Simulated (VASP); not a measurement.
Set up this calculation in VASP 6.6.1, as the native input.

```yaml
Task: single point
Functional: r2SCAN
Potentials_or_basis: VASP PAW PBE potentials, release 64 (C)
Cutoff: 520 eV
k_mesh: 12 × 12 × 3
Occupations: fermi-dirac, width 0.05 eV
Spin: no spin polarisation
Dipole_correction: no
Further_INCAR_settings: ALGO = Normal; EDIFF = 1e-07; NBANDS = 11
```

The system is C, a slab with vacuum.

```
C
1.0
     2.47244    0.00000    0.00000
    -1.23622    2.14119    0.00000
     0.00000    0.00000    8.58025
C
2
Direct
  0.66667 0.33333 0.00000
  0.33333 0.66667 0.00000
```

One way to write it, as run:

POSCAR

```
C
1.0
    2.4724366638      0.0000000000      0.0000000000
   -1.2362183319      2.1411929601      0.0000000000
    0.0000000000      0.0000000000      8.5802540340
C
2
Direct
    0.6666666667      0.3333333333      0.0000000000
    0.3333333333      0.6666666667      0.0000000000
```

INCAR.step1

```
PREC = Accurate ; ENCUT = 520
ISMEAR = -1 ; SIGMA = 0.05
LREAL = F ; LASPH = T
NELM = 100 ; NBANDS = 11
GGA = PE ; ALGO = Normal
EDIFF = 1E-4 ; LWAVE = T
LCHARG = F
```

INCAR.step2

```
PREC = Accurate ; ENCUT = 520
EDIFF = 1E-7 ; ISMEAR = -1
SIGMA = 0.05 ; LREAL = F
LASPH = T ; NELM = 100
ALGO = Normal ; ISIF = 2
LWAVE = F ; LCHARG = F
METAGGA = R2SCAN ; LMIXTAU = T
NBANDS = 11 ; ISTART = 1
```

KPOINTS

```
regular mesh
0
Gamma
  12 12 3
```

Potentials or basis: VASP PAW PBE potentials, release 64 (C).

The run is started by

```console
$ cat potpaw_PBE.64/C/POTCAR > POTCAR
$ cp INCAR.step1 INCAR
$ mpirun -np 1 vasp_std > vasp.out
$ cp INCAR.step2 INCAR
$ mpirun -np 1 vasp_std > vasp.out
```

Results of the run:

* Band gap on the k mesh: zero (filled and empty bands touch)

It took 70 s on 1 thread of Intel(R) Xeon(R) Platinum 8488C (Sapphire Rapids), on a shared host, peak memory 0.16 GiB.
